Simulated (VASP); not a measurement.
A run of VASP 6.6.1 is set up as follows.

The input INCAR:

```
PREC = Accurate
ENCUT = 520
EDIFF = 1E-6
ISMEAR = -1
SIGMA = 0.05
LREAL = False
LASPH = True
NELM = 100
ALGO = Normal
ISIF = 2
LWAVE = False
LCHARG = True
LELF = True
LVHAR = True
NBANDS = 31
```

The input KPOINTS:

```
regular mesh
0
Gamma
  5 4 4
```

File POSCAR:

```
HPbNO4
1.0
    3.8540400000      0.1438400000      0.0901200000
   -0.2532000000      5.5269800000      0.1647100000
   -0.4819700000     -1.9272000000      5.7202500000
H Pb N O
1 1 1 4
Direct
    0.1091300000      0.6571800000      0.5446300000
    0.6102900000      0.5212700000      0.1510000000
    0.9158000000      0.9626300000      0.9586700000
    0.0138400000      0.1363900000      0.8808400000
    0.7239800000      0.0105700000      0.1285800000
    0.0038900000      0.7373200000      0.8704300000
    0.1192700000      0.5932400000      0.3765100000
```

Potentials or basis: VASP PAW LDA potentials, release 64 (H, Pb_d, N, O).

Launch:

```sh
$ cat potpaw_LDA.64/H/POTCAR potpaw_LDA.64/Pb_d/POTCAR potpaw_LDA.64/N/POTCAR potpaw_LDA.64/O/POTCAR > POTCAR
$ mpirun -np 1 vasp_std > vasp.out
```

(1) Predict the band gap on the k mesh.

(2) Predict the largest force.

(3) Estimate the pressure.

Answers

(1) 3.06 eV (least direct gap 3.13 eV).

(2) 0.783 eV/Å.

(3) -3.7 GPa.

Caveat: the standard files for N, O and F lose accuracy on very short bonds; the cell stands under tension; spin-orbit coupling is left out, which moves the levels of the heavy elements; an odd mesh through Γ misses points on the zone boundary, where band edges can lie.
